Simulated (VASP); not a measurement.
## Mg16O16F (a cell with a defect): relaxation of the atoms with PBE

System: Mg16O16F (a cell with a defect).

```xyz
33
Lattice="-4.2544 4.2544 4.2544 4.2544 -4.2544 4.2544 4.2544 4.2544 -4.2544" Properties=species:S:1:pos:R:3 pbc="T T T"
Mg    0.0000    0.0000    0.0000
Mg    4.2544    2.1272   -2.1272
Mg    4.2544    0.0000    0.0000
Mg    4.2544   -2.1272    2.1272
Mg    2.1272    4.2544   -2.1272
Mg    2.1272    2.1272    0.0000
Mg    2.1272    0.0000    2.1272
Mg    2.1272   -2.1272    4.2544
Mg    0.0000    4.2544    0.0000
Mg    0.0000    2.1272    2.1272
Mg    0.0000    0.0000    4.2544
Mg    4.2544    2.1272    2.1272
Mg   -2.1272    4.2544    2.1272
Mg   -2.1272    2.1272    4.2544
Mg    2.1272    4.2544    2.1272
Mg    2.1272    2.1272    4.2544
O     2.1272    2.1272   -2.1272
O     2.1272    0.0000    0.0000
O     2.1272   -2.1272    2.1272
O     6.3816    0.0000    0.0000
O     0.0000    2.1272    0.0000
O     0.0000    0.0000    2.1272
O     4.2544    2.1272    0.0000
O     4.2544    0.0000    2.1272
O    -2.1272    2.1272    2.1272
O     2.1272    4.2544    0.0000
O     2.1272    2.1272    2.1272
O     2.1272    0.0000    4.2544
O     0.0000    6.3816    0.0000
O     0.0000    4.2544    2.1272
O     0.0000    2.1272    4.2544
O     0.0000    0.0000    6.3816
F     3.1908    3.1908    3.1908
```

* Program: VASP 6.6.1
* Task: relaxation of the atoms
* Functional: PBE
* Potentials or basis: VASP PAW PBE potentials, release 64 (Mg, O, F)
* Cutoff: 520 eV
* k mesh: 1 × 1 × 1, shifted
* Occupations: fermi-dirac, width 0.01 eV
* Spin: no spin polarisation
* Dipole correction: no
* Charge: -1
* Mended: yes
* Further INCAR settings: LREAL = Auto; ALGO = Normal; EDIFF = 1e-07; ISYM = -1; IBRION = 2; EDIFFG = -0.02; NSW = 90; NELECT = 136.0

| Item | Value |
| --- | --- |
| Energy gained by relaxing | 165.5 meV/atom |
| Ionic steps | 11 |
| Largest force after relaxing | 0.010 eV/Å |

Forces on the atoms (eV/Å):
```
Mg   0.006  0.006  0.006
Mg   0.001 -0.001  0.003
Mg  -0.003  0.001  0.001
Mg   0.001  0.003 -0.001
Mg  -0.001  0.001  0.003
Mg  -0.001 -0.001 -0.003
Mg  -0.001 -0.003 -0.001
Mg  -0.001  0.003  0.001
Mg   0.001 -0.003  0.001
Mg  -0.003 -0.001 -0.001
Mg   0.001  0.001 -0.003
Mg   0.006 -0.006 -0.006
Mg   0.003  0.001 -0.001
Mg   0.003 -0.001  0.001
Mg  -0.006  0.006 -0.006
Mg  -0.006 -0.006  0.006
O    0.000  0.000  0.000
O    0.000  0.000  0.000
O    0.000  0.000  0.000
O    0.003 -0.003 -0.003
O    0.000  0.000  0.000
O    0.000  0.000  0.000
O    0.000  0.000  0.000
O    0.000  0.000  0.000
O    0.000  0.000  0.000
O    0.000  0.000  0.000
O    0.003  0.003  0.003
O    0.000  0.000  0.000
O   -0.003  0.003 -0.003
O    0.000  0.000  0.000
O    0.000  0.000  0.000
O   -0.003 -0.003  0.003
F    0.000  0.000  0.000
```

Step by step:
| step | energy change (eV) | largest force (eV/Å) | pressure (GPa) |
| --- | --- | --- | --- |
| 1 | 0.0000 | 8.6037 | 15.50 |
| 2 | -4.5807 | 2.0835 | 13.92 |
| 3 | -5.0432 | 1.1255 | 12.77 |
| 4 | -5.3934 | 0.3813 | 12.22 |
| 5 | -5.4039 | 0.4465 | 12.17 |
| 6 | -5.4550 | 0.1320 | 12.27 |
| 7 | -5.4574 | 0.0785 | 12.31 |
| 8 | -5.4603 | 0.0337 | 12.28 |
| 9 | -5.4609 | 0.0268 | 12.26 |
| 10 | -5.4609 | 0.0273 | 12.26 |
| 11 | -5.4612 | 0.0097 | 12.27 |

Final structure:
```xyz
33
Lattice="-4.2544 4.2544 4.2544 4.2544 -4.2544 4.2544 4.2544 4.2544 -4.2544" Properties=species:S:1:pos:R:3 pbc="T T T"
Mg    0.0359    0.0359    0.0359
Mg    4.2678    2.1137   -2.1001
Mg    4.2273    0.0135    0.0135
Mg    4.2678   -2.1001    2.1137
Mg    2.1137    4.2678   -2.1001
Mg    2.1137    2.1137   -0.0271
Mg    2.1137   -0.0271    2.1137
Mg    2.1137   -2.1001    4.2678
Mg    0.0135    4.2273    0.0135
Mg   -0.0271    2.1137    2.1137
Mg    0.0135    0.0135    4.2273
Mg    4.2903    2.0913    2.0913
Mg   -2.1001    4.2678    2.1137
Mg   -2.1001    2.1137    4.2678
Mg    2.0913    4.2903    2.0913
Mg    2.0913    2.0913    4.2903
O     2.1625    2.1625   -2.1283
O    -2.1283    4.2191    4.2191
O     2.1625   -2.1283    2.1625
O     6.1726    0.2089    0.2089
O     4.2191   -2.1283    4.2191
O     4.2191    4.2191   -2.1283
O     4.2191    2.1625    0.0011
O     4.2191    0.0011    2.1625
O    -2.1283    2.1625    2.1625
O     2.1625    4.2191    0.0011
O     1.9183    1.9183    1.9183
O     2.1625    0.0011    4.2191
O     0.2089    6.1726    0.2089
O     0.0011    4.2191    2.1625
O     0.0011    2.1625    4.2191
O     0.2089    0.2089    6.1726
F     3.1908    3.1908    3.1908
```

Levels at points of the mesh, in eV from the Fermi level:
```csv
k point,band 65,band 66,band 67,band 68,band 69,band 70,band 71,band 72
"(0.25, 0.25, 0.25)",-1.05,-0.33,-0.33,-0.33,6.05,6.05,6.05,6.34
```

It took 7.2 min on 1 thread of AMD EPYC 9R45 96-Core Processor (Zen 5), on a shared host, peak memory 0.44 GiB.

Caveat: the cell carries a net charge on a neutralising background, which shifts energy and pressure; the cell is charged against a uniform background, so pressure and absolute levels hang on convention.
